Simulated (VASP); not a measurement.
Wanted: the native input for a VASP 6.6.1 run.

- Task: single point
- Functional: LDA
- Potentials or basis: VASP PAW PBE potentials, release 64 (Lu)
- Cutoff: 520 eV
- k mesh: 14 × 14 × 8
- Occupations: gaussian, width 0.05 eV
- Spin: no spin polarisation
- Dipole correction: no
- k mesh for the DOS: 21 × 21 × 12
- Occupations for the DOS: tetrahedron
- Further INCAR settings: ALGO = Normal; EDIFF = 1e-06; NBANDS = 32

Crystal: Lu.

```xyz
2
Lattice="3.3832 0.0000 0.0000 -1.6916 2.9300 0.0000 0.0000 0.0000 5.2369" Properties=species:S:1:pos:R:3 pbc="T T T"
Lu    0.0000    1.9533    3.9276
Lu    1.6916    0.9767    1.3092
```

One way to write it, as run:

POSCAR

```
Lu
1.0
    3.3832252337      0.0000000000      0.0000000000
   -1.6916126168      2.9299589991      0.0000000000
    0.0000000000      0.0000000000      5.2368650330
Lu
2
Direct
    0.3333333333      0.6666666667      0.7500000000
    0.6666666667      0.3333333333      0.2500000000
```

INCAR.step1

```
ALGO     = Normal         # electronic algorithm
EDIFF    = 1E-6           # SCF threshold, eV
ENCUT    = 520            # plane-wave cutoff, eV
GGA      = CA             # functional
ISIF     = 2              # what is computed and relaxed
ISMEAR   = 0              # smearing method
LASPH    = True           # aspherical terms in the spheres
LCHARG   = True           # write CHGCAR
LREAL    = False          # projectors in reciprocal space
LWAVE    = False          # write WAVECAR
NBANDS   = 32             # bands
NELM     = 60             # most SCF steps
PREC     = Accurate       # precision mode
SIGMA    = 0.05           # smearing width, eV
```

KPOINTS.step1

```
k-points
0
Gamma
  14 14 8
```

INCAR.step2

```
ALGO     = Normal         # electronic algorithm
EDIFF    = 1E-6           # SCF threshold, eV
ENCUT    = 520            # plane-wave cutoff, eV
GGA      = CA             # functional
ICHARG   = 11             # starting density
ISIF     = 2              # what is computed and relaxed
ISMEAR   = -5             # smearing method
LASPH    = True           # aspherical terms in the spheres
LCHARG   = False          # write CHGCAR
LORBIT   = 11             # projections on sites
LREAL    = False          # projectors in reciprocal space
LWAVE    = False          # write WAVECAR
NBANDS   = 32             # bands
NEDOS    = 1001           # points of the DOS
NELM     = 60             # most SCF steps
PREC     = Accurate       # precision mode
SIGMA    = 0.05           # smearing width, eV
```

KPOINTS.step2

```
k-points
0
Gamma
  21 21 12
```

Potentials or basis: VASP PAW PBE potentials, release 64 (Lu).

Command:

```sh
$ cat potpaw_PBE.64/Lu/POTCAR > POTCAR
$ cp INCAR.step1 INCAR
$ cp KPOINTS.step1 KPOINTS
$ mpirun -np 1 vasp_std > vasp.out
$ cp INCAR.step2 INCAR
$ cp KPOINTS.step2 KPOINTS
$ mpirun -np 1 vasp_std > vasp.out
```

It gave:

| Property | Result |
| --- | --- |
| Valence electrons inside the program's atomic spheres | Lu 23.31 |

It took 5 min on 1 thread of Intel(R) Xeon(R) Platinum 8488C (Sapphire Rapids), with other jobs on the host, peak memory 0.52 GiB.
